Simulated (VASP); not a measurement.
Input of a VASP 6.6.1 run:

Contents of INCAR:

```
SYSTEM = Be4CN
PREC = Accurate
ENCUT = 600
EDIFF = 1E-7
ISMEAR = 0
SIGMA = 0.1
LREAL = .False.
LASPH = .True.
NELM = 100
ALGO = Normal
ISIF = 3
LWAVE = .False.
LCHARG = .False.
GGA = PE
IBRION = 2
NSW = 100
EDIFFG = -0.01
```

Contents of KPOINTS:

```
regular mesh
0
Gamma
  12 12 10
  0 0 0
```

File POSCAR:

```
Be4CN
1.0
    1.9736407596     -2.6088144544      0.0000000000
    1.9736407596      2.6088144544      0.0000000000
    0.0000000000      0.0000000000      4.3421391515
Be C N
4 1 1
Direct
    0.6803827982      0.3196172018      0.0000000000
    0.1876729101      0.8123270899      0.5000000000
    0.8123270899      0.1876729101      0.5000000000
    0.3196172018      0.6803827982      0.0000000000
    0.0000000000      0.0000000000      0.0000000000
    0.5000000000      0.5000000000      0.5000000000
```

Potentials or basis: VASP PAW PBE potentials, release 64 (Be, C, N).

Command:

```bash
$ cat potpaw_PBE.64/Be/POTCAR potpaw_PBE.64/C/POTCAR potpaw_PBE.64/N/POTCAR > POTCAR
$ mpirun -np 1 vasp_std > vasp.out
```

(1) What does it give for the relaxed volume?

(2) What does it give for the relaxed cell?

(3) Predict the space group after relaxing (to 0.05 Å).

Results:

(1) 7.37 Å³/atom.

(2) a = 3.340 Å, b = 3.340 Å, c = 4.066 Å, α = 90.00°, β = 90.00°, γ = 102.97°.

(3) Cmmm (No. 65).
